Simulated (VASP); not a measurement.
PbO: single point with LDA

PbO:

```
Pb O
1.0
     3.56787    0.00000    0.00000
    -1.78394    3.08987    0.00000
     0.00000    0.00000    3.29511
Pb O
1 1
Direct
  0.00000 0.00000 0.00000
  0.66667 0.33333 0.50000
```

```
Program             : VASP 6.6.1
Task                : single point
Functional          : LDA
Potentials or basis : VASP PAW LDA potentials, release 64 (Pb_d, O)
Cutoff              : 520 eV
k mesh              : 12 × 12 × 10
Occupations         : gaussian, width 0.05 eV
Spin                : no spin polarisation
```

| Property | Result |
| --- | --- |
| Pressure | -7.3 GPa |
| Band gap on the k mesh | zero (bands 10 and 11 overlap by 0.08 eV) |

Stress tensor (GPa, compression positive):
```
-6.84  0.00  0.00
 0.00 -6.84  0.00
 0.00  0.00 -8.09
```

Levels at points of the mesh, in eV from the Fermi level:
| k point | band 7 | band 8 | band 9 | band 10 | band 11 | band 12 | band 13 | band 14 |
| --- | --- | --- | --- | --- | --- | --- | --- | --- |
| (0.00, 0.00, 0.00) | -8.03 | -2.63 | -2.19 | -2.19 | 6.09 | 6.09 | 8.05 | 8.84 |
| (0.50, 0.00, 0.00) | -8.68 | -3.08 | -2.13 | -1.89 | 1.20 | 6.12 | 7.58 | 8.25 |
| (0.00, 0.00, 0.50) | -9.32 | -1.88 | -1.88 | -0.09 | -0.08 | 7.55 | 7.55 | 12.30 |
| (0.50, 0.00, 0.50) | -6.40 | -4.45 | -4.21 | -1.99 | 2.70 | 3.24 | 4.61 | 8.02 |

It took 94 s on 1 thread of Intel Xeon 8259CL, on a shared host, peak memory 0.19 GiB.

Caveat: the cell stands under tension; semilocal functionals underestimate gaps, and a narrow one can read as zero; spin-orbit coupling is left out, which moves the levels of the heavy elements.
